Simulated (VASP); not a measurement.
# Hf (Im-3m) in VASP: settings compared

Aim: see how the results for Hf move with the level of theory and the settings. Levels: PBE, r2SCAN. Tasks: single point.

All numbers are computed with VASP 6.6.1; they aren't measurements. Logs are shortened: lines on timing, memory, paths and dates and some standing lists are left out, and cuts for length are marked.

**1. The cell of the first run**

Symmetry: Im-3m, No. 229, cubic system. Conventional cell: a = 3.659 Å, b = 3.659 Å, c = 3.659 Å, α = 90.00°, β = 90.00°, γ = 90.00°. Within 4.2 Å of Hf (site symmetry m-3m) lie 14 Hf at 3.17 to 3.66 Å.

**2. Single point, PBE (strained)**

INCAR reads:

```
SYSTEM = Hf
ALGO = Normal
EDIFF = 1E-7
ENCUT = 520
GGA = PE
ISIF = 2
ISMEAR = 0
LASPH = .TRUE.
LCHARG = .FALSE.
LREAL = .FALSE.
LWAVE = .FALSE.
NBANDS = 11
NELM = 60
PREC = Accurate
SIGMA = 0.1
```

KPOINTS reads:

```
k-points
0
G
  16 16 16
  0 0 0
```

POSCAR reads:

```
Hf
1.0
   -1.8297465500      1.8297465500      1.8297465500
    1.8297465500     -1.8297465500      1.8297465500
    1.8297465500      1.8297465500     -1.8297465500
Hf
1
Direct
    0.0000000000      0.0000000000      0.0000000000
```

Potentials or basis: VASP PAW PBE potentials, release 64 (Hf_pv).

Run with:

```sh
$ cat potpaw_PBE.64/Hf_pv/POTCAR > POTCAR
$ mpirun -np 1 vasp_std > vasp.out
```

OUTCAR:

```text
SYSTEM = Hf
   EDIFF = 1E-7
   ENCUT = 520
   GGA = PE
   ISIF = 2
   ISMEAR = 0
   LASPH = .TRUE.
   LREAL = .FALSE.
   NELM = 60
   PREC = Accurate

 ion  position               nearest neighbor table
   1  0.000  0.000  0.000-

  LATTYP: Found a body centered cubic cell.
 ALAT       =     3.6594931000

  Lattice vectors:

 A1 = (  -1.8297465500,   1.8297465500,   1.8297465500)
 A2 = (   1.8297465500,  -1.8297465500,   1.8297465500)
 A3 = (   1.8297465500,   1.8297465500,  -1.8297465500)

Analysis of symmetry for initial positions (statically):
=====================================================================
 Subroutine PRICEL returns:
 Original cell was already a primitive cell.

 Routine SETGRP: Setting up the symmetry group for a
 body centered cubic supercell.

 Subroutine GETGRP returns: Found 48 space group operations
 (whereof 48 operations were pure point group operations)
 out of a pool of 48 trial point group operations.

The static configuration has the point symmetry O_h .

Analysis of symmetry for dynamics (positions and initial velocities):
=====================================================================
 Subroutine PRICEL returns:
 Original cell was already a primitive cell.

 Routine SETGRP: Setting up the symmetry group for a
 body centered cubic supercell.

 Subroutine GETGRP returns: Found 48 space group operations
 (whereof 48 operations were pure point group operations)
 out of a pool of 48 trial point group operations.

The dynamic configuration has the point symmetry O_h .

 Subroutine INISYM returns: Found 48 space group operations
 (whereof 48 operations are pure point group operations),
 and found     1 'primitive' translations

----------------------------------------------------------------------------------------

                                     Primitive cell

  volume of cell :      24.5038

  direct lattice vectors                    reciprocal lattice vectors
    -1.829746550  1.829746550  1.829746550     0.000000000  0.273261890  0.273261890
     1.829746550 -1.829746550  1.829746550     0.273261890  0.000000000  0.273261890
     1.829746550  1.829746550 -1.829746550     0.273261890  0.273261890  0.000000000

  length of vectors
     3.169213990  3.169213990  3.169213990     0.386450671  0.386450671  0.386450671

  position of ions in fractional coordinates (direct lattice)
     0.000000000  0.000000000  0.000000000

  ion indices of the primitive-cell ions
   primitive index   ion index
                 1           1

----------------------------------------------------------------------------------------

 KPOINTS: k-points

Automatic generation of k-mesh.
 Grid dimensions read from file:
 generate k-points for:   16   16   16

 Generating k-lattice:

  Cartesian coordinates                     Fractional coordinates (reciprocal lattice)
     0.000000000  0.017078868  0.017078868     0.062500000  0.000000000  0.000000000
     0.017078868  0.000000000  0.017078868     0.000000000  0.062500000  0.000000000
     0.017078868  0.017078868  0.000000000     0.000000000  0.000000000  0.062500000

  Length of vectors
     0.024153167  0.024153167  0.024153167

  Shift w.r.t. Gamma in fractional coordinates (k-lattice)
     0.000000000  0.000000000  0.000000000

 Subroutine IBZKPT returns following result:
 ===========================================

 Found    145 irreducible k-points:

 Following reciprocal coordinates:
            Coordinates               Weight
  0.000000  0.000000  0.000000      1.000000
  0.062500  0.000000  0.000000     12.000000
  0.125000  0.000000  0.000000     12.000000
  0.187500  0.000000  0.000000     12.000000
  0.250000  0.000000  0.000000     12.000000
  0.312500  0.000000  0.000000     12.000000
[... 16 lines left out ...]
  0.187500  0.187500  0.000000     24.000000
  0.250000  0.187500 -0.000000     48.000000
 [... further k-points ...]
   k-points           NKPTS =    145   k-points in BZ     NKDIM =    145   number of bands    NBANDS=     11
   number of dos      NEDOS =    301   number of ions     NIONS =      1
   total plane-waves  NPLWV =  13824
   dimension x,y,z NGX =    24 NGY =   24 NGZ =   24
   dimension x,y,z NGXF=    48 NGYF=   48 NGZF=   48
   ions per type =               1
   NGX,Y,Z   is equivalent  to a cutoff of  12.59, 12.59, 12.59 a.u.
   NGXF,Y,Z  is equivalent  to a cutoff of  25.18, 25.18, 25.18 a.u.
 SYSTEM =  Hf
   PREC   = accura    normal or accurate (medium, high low for compatibility)
   ISTART =      0    job   : 0-new  1-cont  2-samecut
   ICHARG =      2    charge: 1-file 2-atom 10-const
   ISPIN  =      1    spin polarized calculation?
   LNONCOLLINEAR =      F non collinear calculations
   LSORBIT =      F    spin-orbit coupling
   LASPH  =      T    aspherical Exc in radial PAW
   ENCUT  =  520.0 eV  38.22 Ry    6.18 a.u.   5.89  5.89  5.89*2*pi/ulx,y,z
   NELM   =     60;   NELMIN=  2; NELMDL= -5     # of ELM steps
   EDIFF  = 0.1E-06   stopping-criterion for ELM
   LREAL  =      F    real-space projection
   EDIFFG = 0.1E-05   stopping-criterion for IOM
   NSW    =      0    number of steps for IOM
   IBRION =     -1    ionic relax: 0-MD 1-quasi-New 2-CG
   NFREE  =      0    steps in history (QN), initial steepest desc. (CG)
   ISIF   =      2    stress and relaxation
   ISYM   =      2    0-nonsym 1-usesym 2-fastsym
   POTIM  = 0.5000    time-step for ionic-motion
   TEBEG  =    0.0;   TEEND  =   0.0 temperature during run
   PSTRESS=    0.0 pullay stress
   NELECT =      10.0000    total number of electrons
   NUPDOWN=      -1.0000    fix difference up-down
   EMIN   =  10.00;   EMAX   =-10.00  energy-range for DOS
   EFERMI =   0.00;   METHOD = LEGACY
   ISMEAR =     0;   SIGMA  =   0.10  broadening in eV -4-tet -1-fermi 0-gaus
   EFERMI_NEDOS =   21; number of points for ismear=-14 and -15
   IALGO  =     38    algorithm
   IMIX   =      4    mixing-type and parameters
     AMIX     =   0.40;   BMIX     =  1.00
     AMIX_MAG =   1.60;   BMIX_MAG =  1.00
  volume/ion in A,a.u.               =      24.50       165.36
  Fermi-wavevector in a.u.,A,eV,Ry     =   1.214313  2.294718 20.062546  1.474556
  Thomas-Fermi vector in A             =   2.349737
   LORBIT       =      0    0 simple, 1 ext, 2 COOP (PROOUT), +10 PAW based schemes
   GGA     = PE    functional components
   LHFCALC =     F    Hartree Fock is set to
   AEXX    =    0.0000 exact exchange contribution
   IVDW    =     0    specifies the selected vdW correction
   LEPSILON=     F    determine dielectric tensor
   LRPA    =     F    only Hartree local field effects (RPA)
 non-spin polarized calculation
 Gauss-broadening in eV      SIGMA  =   0.10
  energy-cutoff  :      520.00
  volume of cell :       24.50
 maximum number of plane-waves:       682
   NGX = 11   NGY = 11   NGZ = 11

 number of electron      10.0000000 magnetization

 number of electron       9.9999997 magnetization

 Free energy of the ion-electron system (eV)
  ---------------------------------------------------
  ext. energy  EPLUGINS =         0.00000000
  ---------------------------------------------------
  free energy    TOTEN  =        -9.68319782 eV

  energy without entropy =       -9.67207357  energy(sigma->0) =       -9.67763569

 E-fermi :   3.9830     XC(G=0): -10.8781

 val. band max:        3.9786619290   @ k =  -0.4375  -0.4375   0.0625
 cond. band min:       3.9930176263   @ k =   0.3125   0.1875   0.0000
 fundamental gap:      0.0143556973
 Fermi energy:         3.9829615751

 k-point     1 :       0.0000    0.0000    0.0000
  band No.  band energies     occupation
      1     -26.2089      2.00000
      2     -26.2089      2.00000
      3     -26.2089      2.00000
      4      -2.7546      2.00000
      5       5.4297      0.00000
      6       5.4297      0.00000
      7       5.4297      0.00000
      8       7.9539      0.00000
      9       7.9539      0.00000
     10      16.8368      0.00000
     11      16.8368      0.00000

 k-point     2 :       0.0625    0.0000    0.0000
  band No.  band energies     occupation
      1     -26.2329      2.00000
      2     -26.2165      2.00000
      3     -26.2089      2.00000
      4      -2.6243      2.00000
      5       5.3395      0.00000
      6       5.3954      0.00000
      7       5.5563      0.00000
      8       7.8108      0.00000
      9       7.9535      0.00000
     10      16.9131      0.00000
     11      16.9564      0.00000

 k-point     3 :       0.1250    0.0000    0.0000
  band No.  band energies     occupation
      1     -26.3007      2.00000
      2     -26.2384      2.00000
      3     -26.2090      2.00000
      4      -2.2450      2.00000
      5       5.0963      0.00000
      6       5.2489      0.00000
      7       5.9319      0.00000
      8       7.5403      0.00000
      9       7.9616      0.00000
     10      16.8982      0.00000
     11      17.2227      0.00000

 k-point     4 :       0.1875    0.0000    0.0000
  band No.  band energies     occupation
      1     -26.4006      2.00000
      2     -26.2709      2.00000
      3     -26.2092      2.00000
      4      -1.6533      2.00000
      5       4.7641      0.00000
      6       4.9333      0.00000
      7       6.5436      0.00000
      8       7.4109      0.00000
      9       8.0004      0.00000
     10      16.8955      0.00000
     11      17.2785      0.00000
[... 239 lines left out ...]
 k-point    22 :       0.4375    0.1250    0.0000
  band No.  band energies     occupation
      1     -26.7771      2.00000
      2     -26.4351      2.00000
      3     -26.2420      2.00000
      4       1.2590      2.00000
      5       3.6361      2.00000
      6       4.3830      0.00000
      7       7.5949      0.00000
      8       8.7677      0.00000
      9      11.1973      0.00000
     10      12.3111      0.00000
     11      14.7532      0.00000

 k-point    23 :       0.1875    0.1875    0.0000
  band No.  band energies     occupation
      1     -26.6177      2.00000
      2     -26.3531      2.00000
      3     -26.2515      2.00000
      4       0.1498      2.00000
      5       3.8886      1.81785
      6       4.1940      0.00284
      7       7.2417      0.00000
      8       8.5076      0.00000
      9       8.7598      0.00000
     10      15.2250      0.00000
     11      16.9051      0.00000

 k-point    24 :       0.2500    0.1875   -0.0000
  band No.  band energies     occupation
      1     -26.6777      2.00000
      2     -26.4033      2.00000
      3     -26.2593      2.00000
      4       0.8864      2.00000
      5       3.6192      2.00000
      6       4.0500      0.34305
      7       7.4249      0.00000
      8       8.5416      0.00000
      9       9.8032      0.00000
     10      13.9165      0.00000
     11      16.6095      0.00000

 [... further k-points ...]

------------------------ aborting loop because EDIFF is reached ----------------------------------------

  FORCE on cell =-STRESS in cart. coord.  units (eV):
  Direction    XX          YY          ZZ          XY          YZ          ZX
  --------------------------------------------------------------------------------------
  -------------------------------------------------------------------------------------
  Total       -1.3013877     -1.3013877     -1.3013877      0.0000000      0.0000000     -0.0000000
  in kB      -85.0911690    -85.0911690    -85.0911690      0.0000000      0.0000000     -0.0000000
  external PRESSURE =     -85.0911690 kB  Pullay stress =       0.0000000 kB

 VOLUME and BASIS-vectors are now :
 -----------------------------------------------------------------------------
  energy-cutoff  :      520.00
  volume of cell :       24.50
      direct lattice vectors                 reciprocal lattice vectors
    -1.829746550  1.829746550  1.829746550     0.000000000  0.273261890  0.273261890
     1.829746550 -1.829746550  1.829746550     0.273261890  0.000000000  0.273261890
     1.829746550  1.829746550 -1.829746550     0.273261890  0.273261890  0.000000000

 POSITION                                       TOTAL-FORCE (eV/Angst)
 -----------------------------------------------------------------------------------
      0.00000      0.00000      0.00000         0.000000     -0.000000      0.000000
 -----------------------------------------------------------------------------------
    total drift:                               -0.000000      0.000000      0.000000

  FREE ENERGIE OF THE ION-ELECTRON SYSTEM (eV)
  ---------------------------------------------------
  free  energy   TOTEN  =        -9.6831978150 eV

  energy  without entropy=       -9.6720735733  energy(sigma->0) =       -9.67763569
```

Wall time 44 s (1 thread of Intel Xeon 8259CL, shared host); peak memory 0.17 GiB.

Results:

| Item | Value |
| --- | --- |
| Free energy | -9.6832 eV |
| Pressure | -8.5 GPa |
| Band gap on the k mesh | zero (band 5 reaches 5.43 eV, above the bottom of band 6 at 3.31 eV) |

Caveat: the cell differs from its parent crystal (strained); spin-orbit coupling is left out, which moves the levels of the heavy elements.

**3. Single point, PBE (strained)**

INCAR reads:

```
SYSTEM = Hf
PREC = Accurate
ENCUT = 520
EDIFF = 1E-6
ISMEAR = 0
SIGMA = 0.1
LREAL = .False.
LASPH = .True.
NELM = 100
ALGO = Fast
ISIF = 2
LWAVE = .False.
LCHARG = .False.
GGA = PE
NBANDS = 11
```

KPOINTS reads:

```
Automatic mesh
0
Gamma
  16 16 16
  0 0 0
```

POSCAR reads:

```
Hf
1.0
   -1.8407209500      1.8407209500      1.8407209500
    1.8407209500     -1.8407209500      1.8407209500
    1.8407209500      1.8407209500     -1.8407209500
Hf
1
Direct
    0.0000000000      0.0000000000      0.0000000000
```

Potentials or basis: VASP PAW PBE potentials, release 64 (Hf_pv).

Run with:

```sh
$ cat potpaw_PBE.64/Hf_pv/POTCAR > POTCAR
$ mpirun -np 1 vasp_std > vasp.out
```

OUTCAR:

```text
SYSTEM = Hf
   PREC = Accurate
   ENCUT = 520
   EDIFF = 1E-6
   ISMEAR = 0
   LREAL = .False.
   LASPH = .True.
   NELM = 100
   ISIF = 2
   GGA = PE

 ion  position               nearest neighbor table
   1  0.000  0.000  0.000-

  LATTYP: Found a body centered cubic cell.
 ALAT       =     3.6814419000

  Lattice vectors:

 A1 = (  -1.8407209500,   1.8407209500,   1.8407209500)
 A2 = (   1.8407209500,  -1.8407209500,   1.8407209500)
 A3 = (   1.8407209500,   1.8407209500,  -1.8407209500)

Analysis of symmetry for initial positions (statically):
=====================================================================
 Subroutine PRICEL returns:
 Original cell was already a primitive cell.

 Routine SETGRP: Setting up the symmetry group for a
 body centered cubic supercell.

 Subroutine GETGRP returns: Found 48 space group operations
 (whereof 48 operations were pure point group operations)
 out of a pool of 48 trial point group operations.

The static configuration has the point symmetry O_h .

Analysis of symmetry for dynamics (positions and initial velocities):
[... 167 lines left out ...]
 k-point     1 :       0.0000    0.0000    0.0000
  band No.  band energies     occupation
      1     -26.3948      2.00000
      2     -26.3948      2.00000
      3     -26.3948      2.00000
      4      -2.8071      2.00000
      5       5.2982      0.00000
      6       5.2982      0.00000
      7       5.2982      0.00000
      8       7.7737      0.00000
      9       7.7737      0.00000
     10      16.6412      0.00000
     11      16.6412      0.00000
[... 309 lines left out ...]
 k-point    24 :       0.2500    0.1875   -0.0000
  band No.  band energies     occupation
      1     -26.8348      2.00000
      2     -26.5774      2.00000
      3     -26.4420      2.00000
      4       0.7886      2.00000
      5       3.5225      2.00000
      6       3.9417      0.32585
      7       7.2548      0.00000
      8       8.3373      0.00000
      9       9.5701      0.00000
     10      13.6000      0.00000
     11      16.3121      0.00000

 [... further k-points ...]

------------------------ aborting loop because EDIFF is reached ----------------------------------------

  FORCE on cell =-STRESS in cart. coord.  units (eV):
  Direction    XX          YY          ZZ          XY          YZ          ZX
  --------------------------------------------------------------------------------------
  -------------------------------------------------------------------------------------
  Total       -1.5021406     -1.5021406     -1.5021406      0.0000000     -0.0000000     -0.0000000
  in kB      -96.4711150    -96.4711150    -96.4711150      0.0000000     -0.0000000     -0.0000000
  external PRESSURE =     -96.4711150 kB  Pullay stress =       0.0000000 kB

 VOLUME and BASIS-vectors are now :
 -----------------------------------------------------------------------------
  energy-cutoff  :      520.00
  volume of cell :       24.95
      direct lattice vectors                 reciprocal lattice vectors
    -1.840720950  1.840720950  1.840720950     0.000000000  0.271632699  0.271632699
     1.840720950 -1.840720950  1.840720950     0.271632699  0.000000000  0.271632699
     1.840720950  1.840720950 -1.840720950     0.271632699  0.271632699  0.000000000

 POSITION                                       TOTAL-FORCE (eV/Angst)
 -----------------------------------------------------------------------------------
      0.00000      0.00000      0.00000         0.000000      0.000000      0.000000
 -----------------------------------------------------------------------------------
    total drift:                               -0.000000      0.000000      0.000000

  FREE ENERGIE OF THE ION-ELECTRON SYSTEM (eV)
  ---------------------------------------------------
  free  energy   TOTEN  =        -9.6579868150 eV

  energy  without entropy=       -9.6462813465  energy(sigma->0) =       -9.65213408
```

Run time: 44 s. Hardware: 1 thread of Intel Xeon 8259CL, shared host; peak memory 0.16 GiB.

Results:

| Quantity | Value |
| --- | --- |
| Free energy | -9.6580 eV |
| Pressure | -9.6 GPa |
| Band gap on the k mesh | zero (band 5 reaches 5.30 eV, above the bottom of band 6 at 3.21 eV) |

Caveat: the cell differs from its parent crystal (strained); spin-orbit coupling is left out, which moves the levels of the heavy elements.

(Continued in part 2 of 2.)
